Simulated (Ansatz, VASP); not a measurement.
This is a calculation of Sn for VASP 6.6.1.

The input INCAR:

```
ALGO     = Normal         # electronic algorithm
EDIFF    = 1E-6           # SCF threshold, eV
ENCUT    = 500            # plane-wave cutoff, eV
GGA      = RP             # functional
GGA_COMPAT= False        
ISIF     = 2              # what is computed and relaxed
ISMEAR   = -1             # smearing method
IVDW     = 12             # dispersion correction
LASPH    = True           # aspherical terms in the spheres
LCHARG   = False          # write CHGCAR
LREAL    = False          # projectors in reciprocal space
LWAVE    = False          # write WAVECAR
NBANDS   = 21             # bands
NELM     = 120            # most SCF steps
PREC     = Accurate       # precision mode
SIGMA    = 0.025          # smearing width, eV
```

File KPOINTS:

```
k-points
0
Gamma
  7 7 7
```

Contents of POSCAR:

```
Sn
1.0
    0.0000000000      3.2333428000      3.2333428000
    3.2333428000      0.0000000000      3.2333428000
    3.2333428000      3.2333428000      0.0000000000
Sn
2
Direct
    0.2500000000      0.2500000000      0.2500000000
    1.0000000000      1.0000000000      1.0000000000
```

Potentials or basis: VASP PAW PBE potentials, release 64 (Sn_d).

The run is started by

```console
$ cat potpaw_PBE.64/Sn_d/POTCAR > POTCAR
$ mpirun -np 1 vasp_std > vasp.out
```

**Question.** Set up the same calculation for Ansatz 0.2.0. Potentials there: Ansatz PAW earlier set.

**Answer.** As run (the cutoff follows the program's own potentials):

The input input.yaml:

```yaml
crystal:
  lattice: { a: 6.4666856, b: 6.4666856, c: 6.4666856, alpha: 90.0, beta: 90.0, gamma: 90.0 }
  space_group: 227
  setting: { origin_choice: 1 }
  reduce_to_primitive: true
  atoms:
    - { symbol: Sn, wyckoff: "8a", position: [0.25, 0.25, 0.25] }
hamiltonian:
  xc: rpbe
  pseudopotentials: { kind: paw, source: ansatz }
  dispersion: d3bj
kpoints:
  mp_grid: { grid: [7, 7, 7] }
scf:
  occupations: { method: fermi_dirac, width: 0.025 }
output:
  forces: true
  stress: true
  eigenvalues: true
```

Potentials or basis: Ansatz PAW earlier set.

Launch:

```sh
$ ansatz run input.yaml --threads 1 --pin off --max-ram 2560MiB --backend cpu --events-out ev --progress --plain --runs-dir out
```

Both were run:

|  | VASP | Ansatz | Ansatz less VASP |
| --- | --- | --- | --- |
| gap on the k mesh at the Fermi level (eV) | none | none | - |
| pressure (GPa) | -2.9 | -2.9 | +0.04 |

VASP's potentials were made for PBE, not for RPBE. A gap of «none» marks a metal or a gap that the smearing closes. VASP's potentials hold 28 valence electrons a cell and Ansatz's 44, so a difference there can come from the potentials and not from the codes.
